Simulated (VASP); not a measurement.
Here is a VASP 6.6.1 calculation.

Contents of POSCAR:

```
Ag
1.0
    0.0000000000      2.0381266379      2.0381266379
    2.0381266379      0.0000000000      2.0381266379
    2.0381266379      2.0381266379      0.0000000000
Ag
1
Direct
    0.0000000000      0.0000000000      0.0000000000
```

Contents of INCAR.step1:

```
SYSTEM = Ag
  ALGO = Normal
  EDIFF = 1E-5
  ENCUT = 550
  GGA = PE
  GGA_COMPAT = .False.
  ISMEAR = 0
  LASPH = .True.
  LCHARG = .False.
  LREAL = .False.
  LWAVE = .True.
  NBANDS = 12
  NELM = 120
  PREC = Accurate
  SIGMA = 0.1
```

The input INCAR.step2:

```
SYSTEM = Ag
  ALGO = Normal
  BPARAM = 11.95
  CPARAM = 0.0093
  EDIFF = 1E-6
  ENCUT = 550
  GGA_COMPAT = .False.
  ISIF = 2
  ISMEAR = 0
  ISTART = 1
  IVDW_NL = 2
  LASPH = .True.
  LCHARG = .False.
  LMIXTAU = .True.
  LREAL = .False.
  LUSE_VDW = .True.
  LWAVE = .False.
  METAGGA = R2SCAN
  NBANDS = 12
  NELM = 120
  PREC = Accurate
  SIGMA = 0.1
```

KPOINTS

```
k-points
0
Gamma
  18 18 18
  0 0 0
```

Potentials or basis: VASP PAW PBE potentials, release 64 (Ag).

The run is started by

```console
$ cat potpaw_PBE.64/Ag/POTCAR > POTCAR
$ cp INCAR.step1 INCAR
$ mpirun -np 1 vasp_std > vasp.out
$ cp INCAR.step2 INCAR
$ mpirun -np 1 vasp_std > vasp.out
```

Estimate the band gap on the k mesh.

zero (an odd number of electrons rules out a gap without spin polarisation).

What does it give for the pressure?

0.5 GPa.

Caveat: the PAW data sets were made with another functional, which shifts forces and pressure a little.
